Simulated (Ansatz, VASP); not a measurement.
**One calculation of Mg6F, two programs**

INCAR

```
PREC = Accurate
ENCUT = 520
EDIFF = 1E-6
ISMEAR = 0
SIGMA = 0.1
LREAL = False
LASPH = True
NELM = 80
ALGO = Normal
ISIF = 2
LWAVE = False
LCHARG = False
LDIPOL = True
IDIPOL = 3
DIPOL = 0.5 0.5 0.311
GGA = PE
NBANDS = 18
```

File KPOINTS:

```
regular mesh
0
Gamma
  9 4 1
```

POSCAR

```
Mg6F
1.0
    3.2034417932      0.0000000000      0.0000000000
   -1.6017208966      7.8153198520      0.0000000000
    0.0000000000      0.0000000000     20.9851131634
Mg F
6 1
Direct
    0.8493879956      0.6987759913      0.1906113143
    0.5210014932      0.0420029864      0.2197581863
    0.1926149907      0.3852299814      0.2489050583
    0.3710660944      0.7414803149      0.3283003664
    0.0426232582      0.0834482649      0.3542380799
    0.7128162912      0.4251093731      0.3805132287
    0.7128162912      1.1751093731      0.4562812261
```

Input for Ansatz:

```yaml
crystal:
  lattice:
    - [3.2034417932, 0.0, 0.0]
    - [-1.6017208966, 7.815319852, 0.0]
    - [0.0, 0.0, 20.9851131634]
  atoms:
    - { symbol: Mg, position: [0.8493879956, 0.6987759913, 0.1906113143] }
    - { symbol: Mg, position: [0.5210014932, 0.0420029864, 0.2197581863] }
    - { symbol: Mg, position: [0.1926149907, 0.3852299814, 0.2489050583] }
    - { symbol: Mg, position: [0.3710660944, 0.7414803149, 0.3283003664] }
    - { symbol: Mg, position: [0.0426232582, 0.0834482649, 0.3542380799] }
    - { symbol: Mg, position: [0.7128162912, 0.4251093731, 0.3805132287] }
    - { symbol: F, position: [0.7128162912, 1.1751093731, 0.4562812261] }
basis:
  ecutwfc: 420
kpoints:
  mp_grid: { grid: [9, 4, 1] }
hamiltonian:
  xc: pbe
scf:
  occupations: { method: gaussian, width: 0.1 }
output:
  forces: true
  eigenvalues: true
efield:
  axis: 3
  dipole_correction: true
  ramp_width: 0.04
```

Alike in both runs: task single point; functional PBE; k mesh 9 × 4 × 1; occupations gaussian, width 0.1 eV; no spin polarisation.

```csv
,VASP,Ansatz
version,VASP 6.6.1,Ansatz 0.2.0
potentials or method,"VASP PAW PBE potentials, release 64 (Mg, F), cutoff 520 eV","scalar-relativistic, plane waves, PAW"
valence electrons in the cell,19,67
```

```tsv
	VASP	Ansatz	Ansatz less VASP
gap on the k mesh at the Fermi level (eV)	none	none	-
rms of the force components (eV/Å)	0.723	0.724	+0.0010
```

Atom by atom the forces differ by 0.003 eV/Å (rms over components). A gap of «none» marks a metal or a gap that the smearing closes. VASP's potentials hold 19 valence electrons a cell and Ansatz's 67, so a difference there can come from the potentials and not from the codes.
